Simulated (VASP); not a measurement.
# Zn6O (P-31c) in VASP: a series of runs

Zn6O is run at these levels: PBE; tasks: single point.

All numbers are computed with VASP 6.6.1; they aren't measurements. Logs are shortened: lines on timing, memory, paths and dates and some standing lists are left out, and cuts for length are marked.

**1. The cell of the first run**

It takes space group P-31c (No. 163, trigonal). The conventional cell has a = 5.077 Å, b = 5.077 Å, c = 9.030 Å, α = 90.00°, β = 90.00°, γ = 120.00°. Zn (site symmetry 1) has 1 O at 2.18 Å and 8 Zn at 2.70 to 2.85 Å within 2.9 Å. Within 2.9 Å of O (site symmetry 32) lie 6 Zn at 2.18 Å.

**2. Single point, PBE**

The input, INCAR:

```
PREC     = Accurate       # precision mode
ENCUT    = 520            # plane-wave cutoff, eV
EDIFF    = 1E-7           # SCF threshold, eV
ISMEAR   = 0              # smearing method
SIGMA    = 0.1            # smearing width, eV
LREAL    = F              # projectors in reciprocal space
LASPH    = T              # aspherical terms in the spheres
NELM     = 60             # most SCF steps
ALGO     = Normal         # electronic algorithm
ISIF     = 2              # what is computed and relaxed
LWAVE    = F              # write WAVECAR
LCHARG   = F              # write CHGCAR
GGA      = PE             # functional
NBANDS   = 91             # bands
```

The input, KPOINTS:

```
regular mesh
0
Gamma
  6 6 4
```

The input, POSCAR:

```
Zn6O
1.0
    5.0773756675      0.0000000000      0.0000000000
   -2.5386878338      4.3971363126      0.0000000000
    0.0000000000      0.0000000000      9.0296683914
Zn O
12 2
Direct
    0.9712360387      0.6622677442      0.3814586090
    0.3377322558      0.0287639613      0.1185413910
    0.6910317054      0.0287639613      0.3814586090
    0.9712360387      0.3089682946      0.1185413910
    0.3377322558      0.3089682946      0.3814586090
    0.6910317054      0.6622677442      0.1185413910
    0.6622677442      0.6910317054      0.6185413910
    0.0287639613      0.6910317054      0.8814586090
    0.3089682946      0.3377322558      0.8814586090
    0.0287639613      0.3377322558      0.6185413910
    0.3089682946      0.9712360387      0.6185413910
    0.6622677442      0.9712360387      0.8814586090
    0.3333333333      0.6666666667      0.2500000000
    0.6666666667      0.3333333333      0.7500000000
```

Potentials or basis: VASP PAW PBE potentials, release 64 (Zn, O).

The run is started by

```sh
> cat potpaw_PBE.64/Zn/POTCAR potpaw_PBE.64/O/POTCAR > POTCAR
> mpirun -np 1 vasp_std > vasp.out
```

OUTCAR:

```text
PREC = Accurate
   ENCUT = 520
   EDIFF = 1E-7
   ISMEAR = 0
   LREAL = F
   LASPH = T
   NELM = 60
   ISIF = 2
   GGA = PE

 ion  position               nearest neighbor table
   1  0.971  0.662  0.381-  13 2.18   7 2.70  11 2.70   6 2.77   5 2.79   3 2.79  10 2.80   5 2.85
                             3 2.85   4 2.98   2 3.02
   2  0.338  0.029  0.119-  13 2.18   9 2.70   8 2.70   5 2.77   4 2.79   6 2.79  12 2.80   6 2.85
                             4 2.85   3 2.98   1 3.02
   3  0.691  0.029  0.381-  13 2.18  10 2.70   7 2.70   4 2.77   1 2.79   5 2.79  11 2.80   5 2.85
                             1 2.85   2 2.98   6 3.02
   4  0.971  0.309  0.119-  13 2.18  12 2.70   9 2.70   3 2.77   2 2.79   6 2.79   8 2.80   6 2.85
                             2 2.85   1 2.98   5 3.02
   5  0.338  0.309  0.381-  13 2.18  10 2.70  11 2.70   2 2.77   1 2.79   3 2.79   7 2.80   3 2.85
                             1 2.85   6 2.98   4 3.02
   6  0.691  0.662  0.119-  13 2.18  12 2.70   8 2.70   1 2.77   2 2.79   4 2.79   9 2.80   2 2.85
                             4 2.85   5 2.98   3 3.02
   7  0.662  0.691  0.619-  14 2.18   1 2.70   3 2.70  12 2.77  10 2.79  11 2.79   5 2.80  11 2.85
                            10 2.85   9 2.98   8 3.02
   8  0.029  0.691  0.881-  14 2.18   2 2.70   6 2.70  11 2.77  12 2.79   9 2.79   4 2.80   9 2.85
                            12 2.85  10 2.98   7 3.02
   9  0.309  0.338  0.881-  14 2.18   2 2.70   4 2.70  10 2.77  12 2.79   8 2.79   6 2.80  12 2.85
                             8 2.85   7 2.98  11 3.02
  10  0.029  0.338  0.619-  14 2.18   5 2.70   3 2.70   9 2.77   7 2.79  11 2.79   1 2.80   7 2.85
                            11 2.85   8 2.98  12 3.02
  11  0.309  0.971  0.619-  14 2.18   1 2.70   5 2.70   8 2.77  10 2.79   7 2.79   3 2.80   7 2.85
                            10 2.85  12 2.98   9 3.02
  12  0.662  0.971  0.881-  14 2.18   6 2.70   4 2.70   7 2.77   8 2.79   9 2.79   2 2.80   9 2.85
                             8 2.85  11 2.98  10 3.02
  13  0.333  0.667  0.250-   4 2.18   3 2.18   1 2.18   6 2.18   2 2.18   5 2.18
  14  0.667  0.333  0.750-   8 2.18  11 2.18  10 2.18   9 2.18  12 2.18   7 2.18

  LATTYP: Found a hexagonal cell.
 ALAT       =     5.0773756675
 C/A-ratio  =     1.7784125073

  Lattice vectors:

 A1 = (   5.0773756675,   0.0000000000,   0.0000000000)
 A2 = (  -2.5386878338,   4.3971363126,   0.0000000000)
 A3 = (   0.0000000000,   0.0000000000,   9.0296683914)

Analysis of symmetry for initial positions (statically):
=====================================================================
 Subroutine PRICEL returns:
 Original cell was already a primitive cell.

 Routine SETGRP: Setting up the symmetry group for a
 hexagonal supercell.

[... 161 lines left out ...]
   IMIX   =      4    mixing-type and parameters
     AMIX     =   0.40;   BMIX     =  1.00
     AMIX_MAG =   1.60;   BMIX_MAG =  1.00
  volume/ion in A,a.u.               =      14.40        97.17
  Fermi-wavevector in a.u.,A,eV,Ry     =   1.502990  2.840239 30.735264  2.258978
  Thomas-Fermi vector in A             =   2.614158
   LORBIT       =      0    0 simple, 1 ext, 2 COOP (PROOUT), +10 PAW based schemes
   GGA     = PE    functional components
   LHFCALC =     F    Hartree Fock is set to
   AEXX    =    0.0000 exact exchange contribution
   IVDW    =     0    specifies the selected vdW correction
   LEPSILON=     F    determine dielectric tensor
   LRPA    =     F    only Hartree local field effects (RPA)
 non-spin polarized calculation
 Gauss-broadening in eV      SIGMA  =   0.10
  energy-cutoff  :      520.00
  volume of cell :      201.60
 maximum number of plane-waves:      5453
 NGX is ok and might be reduce to    40
   NGX = 19   NGY = 19   NGZ = 33

 number of electron     156.0000129 magnetization

 Free energy of the ion-electron system (eV)
  ---------------------------------------------------
  ext. energy  EPLUGINS =         0.00000000
  ---------------------------------------------------
  free energy    TOTEN  =       -25.91374798 eV

  energy without entropy =      -25.90564143  energy(sigma->0) =      -25.90969470

 E-fermi :   2.9890     XC(G=0): -11.4366

 val. band max:        2.8922996119   @ k =   0.5000   0.0000   0.0000
 cond. band min:       2.9919250036   @ k =   0.0000   0.0000   0.2500
 fundamental gap:      0.0996253917
 Fermi energy:         2.9889717881

 k-point     1 :       0.0000    0.0000    0.0000
  band No.  band energies     occupation
      1     -16.0323      2.00000
      2     -16.0089      2.00000
      3      -6.0679      2.00000
      4      -5.7297      2.00000
      5      -5.2296      2.00000
      6      -5.0110      2.00000
[... 2221 lines left out ...]
     89       8.3351      0.00000
     90       8.3678      0.00000
 [bands above 90 left out]

------------------------ aborting loop because EDIFF is reached ----------------------------------------

  FORCE on cell =-STRESS in cart. coord.  units (eV):
  Direction    XX          YY          ZZ          XY          YZ          ZX
  --------------------------------------------------------------------------------------
  -------------------------------------------------------------------------------------
  Total        0.4537564      0.4537564      0.4106243     -0.0000000      0.0000000      0.0000000
  in kB        3.6062208      3.6062208      3.2634291     -0.0000000      0.0000000      0.0000000
  external PRESSURE =       3.4919569 kB  Pullay stress =       0.0000000 kB

 VOLUME and BASIS-vectors are now :
 -----------------------------------------------------------------------------
  energy-cutoff  :      520.00
  volume of cell :      201.60
      direct lattice vectors                 reciprocal lattice vectors
     5.077375668  0.000000000  0.000000000     0.196952139  0.113710371  0.000000000
    -2.538687834  4.397136313  0.000000000     0.000000000  0.227420741  0.000000000
     0.000000000  0.000000000  9.029668391     0.000000000  0.000000000  0.110746038

 POSITION                                       TOTAL-FORCE (eV/Angst)
 -----------------------------------------------------------------------------------
      3.25004      2.91208      3.44444        -0.011555      0.002397      0.008430
      1.64177      0.12648      1.07039        -0.007853      0.008809     -0.008430
      3.43560      0.12648      3.44444         0.007853      0.008809      0.008430
      4.14696      1.35858      1.07039        -0.003702     -0.011206     -0.008430
      0.93042      1.35858      3.44444         0.003702     -0.011206      0.008430
      1.82734      2.91208      1.07039         0.011555      0.002397     -0.008430
      1.60827      3.03856      5.58522        -0.003702      0.011206     -0.008430
     -1.60827      3.03856      7.95928         0.003702      0.011206      0.008430
      0.71135      1.48505      7.95928        -0.011555     -0.002397      0.008430
     -0.71135      1.48505      5.58522         0.011555     -0.002397     -0.008430
     -0.89692      4.27066      5.58522        -0.007853     -0.008809     -0.008430
      0.89692      4.27066      7.95928         0.007853     -0.008809      0.008430
     -0.00000      2.93142      2.25742        -0.000000      0.000000      0.000000
      2.53869      1.46571      6.77225         0.000000      0.000000      0.000000
 -----------------------------------------------------------------------------------
    total drift:                                0.000000     -0.000000      0.000000

  FREE ENERGIE OF THE ION-ELECTRON SYSTEM (eV)
  ---------------------------------------------------
  free  energy   TOTEN  =       -25.9137479757 eV

  energy  without entropy=      -25.9056414270  energy(sigma->0) =      -25.90969470
```

OSZICAR:

```text
N       E                     dE             d eps       ncg     rms          rms(c)
DAV:   1     0.150473900956E+04    0.15047E+04   -0.71835E+04  4368   0.268E+03
DAV:   2     0.207421895192E+03   -0.12973E+04   -0.12592E+04  4368   0.616E+02
DAV:   3    -0.944402700149E+01   -0.21687E+03   -0.20747E+03  4464   0.205E+02
DAV:   4    -0.305254200356E+02   -0.21081E+02   -0.20630E+02  4783   0.598E+01
DAV:   5    -0.309574410287E+02   -0.43202E+00   -0.43058E+00  4578   0.768E+00    0.154E+01
DAV:   6    -0.257316309726E+02    0.52258E+01   -0.23196E+01  6721   0.439E+01    0.105E+01
DAV:   7    -0.260030352093E+02   -0.27140E+00   -0.75348E+00  4445   0.123E+01    0.660E+00
DAV:   8    -0.261492223707E+02   -0.14619E+00   -0.35391E+00  5330   0.673E+00    0.365E+00
DAV:   9    -0.259093147169E+02    0.23991E+00   -0.62541E-01  5537   0.466E+00    0.137E+00
DAV:  10    -0.259128382998E+02   -0.35236E-02   -0.31761E-01  4529   0.176E+00    0.194E-01
DAV:  11    -0.259140395232E+02   -0.12012E-02   -0.10669E-02  4634   0.482E-01    0.152E-01
DAV:  12    -0.259137418616E+02    0.29766E-03   -0.60945E-04  5613   0.112E-01    0.353E-02
DAV:  13    -0.259137651605E+02   -0.23299E-04   -0.54538E-04  4700   0.868E-02    0.360E-02
DAV:  14    -0.259137515004E+02    0.13660E-04   -0.40164E-05  4579   0.276E-02    0.185E-02
DAV:  15    -0.259137474780E+02    0.40223E-05   -0.34372E-05  5977   0.224E-02    0.284E-03
DAV:  16    -0.259137479242E+02   -0.44619E-06   -0.53885E-06  4617   0.981E-03    0.979E-04
DAV:  17    -0.259137479757E+02   -0.51437E-07   -0.41121E-07  3287   0.188E-03
   1 F= -.25913748E+02 E0= -.25909695E+02  d E =-.810655E-02
```

stdout:

```text
POSCAR found type information on POSCAR ZnO
 POSCAR found :  2 types and      14 ions
 scaLAPACK will be used
 LDA part: xc-table for (Slater+PW92), standard interpolation
 POSCAR, INCAR and KPOINTS ok, starting setup
 FFT: planning ... GRIDC
 FFT: planning ... GRID_SOFT
 FFT: planning ... GRID
 WAVECAR not read
 entering main loop
```

Run time: 8.9 min. Hardware: 1 thread of Intel Xeon Platinum 8488C (Sapphire Rapids), shared host; peak memory 0.48 GiB.

What came out:

```
Free energy            : -25.9137 eV
Pressure               : 0.3 GPa
Largest force          : 0.015 eV/Å
Band gap on the k mesh : zero (band 78 reaches 3.99 eV, above the bottom of band 79 at 2.75 eV)
```

Forces on the atoms (eV/Å):
```
Zn  -0.012  0.002  0.008
Zn  -0.008  0.009 -0.008
Zn   0.008  0.009  0.008
Zn  -0.004 -0.011 -0.008
Zn   0.004 -0.011  0.008
Zn   0.012  0.002 -0.008
Zn  -0.004  0.011 -0.008
Zn   0.004  0.011  0.008
Zn  -0.012 -0.002  0.008
Zn   0.012 -0.002 -0.008
Zn  -0.008 -0.009 -0.008
Zn   0.008 -0.009  0.008
O    0.000  0.000  0.000
O    0.000  0.000  0.000
```

**3. Single point, PBE**

This run uses another cell than the first one, of 14.33 Å³/atom, 0.995 times its volume.

The input, INCAR:

```
PREC = Accurate
ENCUT = 520
EDIFF = 1E-7
ISMEAR = 0
SIGMA = 0.2
LREAL = False
LASPH = True
NELM = 80
ALGO = Normal
ISIF = 2
LWAVE = False
LCHARG = False
GGA = PE
NBANDS = 91
```

The input, KPOINTS:

```
Automatic mesh
0
Gamma
  4 4 2
```

The input, POSCAR:

```
Zn6O
1.0
    5.0757709334      0.0000000000      0.0000000000
   -2.5378854667      4.3957465721      0.0000000000
    0.0000000000      0.0000000000      8.9887132719
Zn O
12 2
Direct
   -0.0307164699      0.6596109079      0.3819710193
    0.3403890921      1.0307164699      0.1180289807
    0.6903273777      1.0307164699      0.3819710193
   -0.0307164699      0.3096726223      0.1180289807
    0.3403890921      0.3096726223      0.3819710193
    0.6903273777      0.6596109079      0.1180289807
    0.6596109079      0.6903273777      0.6180289807
    1.0307164699      0.6903273777      0.8819710193
    0.3096726223      0.3403890921      0.8819710193
    1.0307164699      0.3403890921      0.6180289807
    0.3096726223     -0.0307164699      0.6180289807
    0.6596109079     -0.0307164699      0.8819710193
    0.3333333333      0.6666666667      0.2500000000
    0.6666666667      0.3333333333      0.7500000000
```

Potentials or basis: VASP PAW PBE potentials, release 64 (Zn, O).

The run is started by

```sh
> cat potpaw_PBE.64/Zn/POTCAR potpaw_PBE.64/O/POTCAR > POTCAR
> mpirun -np 1 vasp_std > vasp.out
```

It took 5.3 min on 1 thread of Intel Xeon Platinum 8488C (Sapphire Rapids), shared host; peak memory 0.36 GiB.

Results (log left out):

| Quantity | Value |
| --- | --- |
| Free energy | -26.0738 eV |
| Pressure | 0.6 GPa |
| Largest force | 0.030 eV/Å |
| Band gap on the k mesh | zero (band 78 reaches 3.32 eV, above the bottom of band 79 at 2.90 eV) |

Forces in eV/Å, atoms in the order of the input:
```
Zn  -0.019 -0.005  0.023
Zn  -0.005  0.019 -0.023
Zn   0.005  0.019  0.023
Zn  -0.014 -0.014 -0.023
Zn   0.014 -0.014  0.023
Zn   0.019 -0.005 -0.023
Zn  -0.014  0.014 -0.023
Zn   0.014  0.014  0.023
Zn  -0.019  0.005  0.023
Zn   0.019  0.005 -0.023
Zn  -0.005 -0.019 -0.023
Zn   0.005 -0.019  0.023
O    0.000  0.000  0.000
O    0.000  0.000  0.000
```

Stress tensor (GPa, compression positive):
```
0.84 0.00 0.00
0.00 0.84 0.00
0.00 0.00 0.28
```

Levels at points of the mesh, in eV from the Fermi level:
```csv
k point,band 74,band 75,band 76,band 77,band 78,band 79,band 80,band 81,band 82,band 83
"(0.00, 0.00, 0.00)",-1.22,-0.99,-0.46,-0.46,-0.31,-0.03,0.12,0.12,0.21,0.21
"(0.50, 0.00, 0.00)",-2.26,-1.77,-1.22,-1.15,-0.97,-0.25,1.05,1.09,1.20,2.58
"(0.00, 0.00, 0.50)",-1.10,-1.10,-1.10,-0.54,-0.54,0.73,0.73,0.73,0.73,1.63
"(0.50, 0.00, 0.50)",-3.06,-1.43,-1.43,-1.30,-1.30,0.32,0.32,1.82,1.82,2.35
```
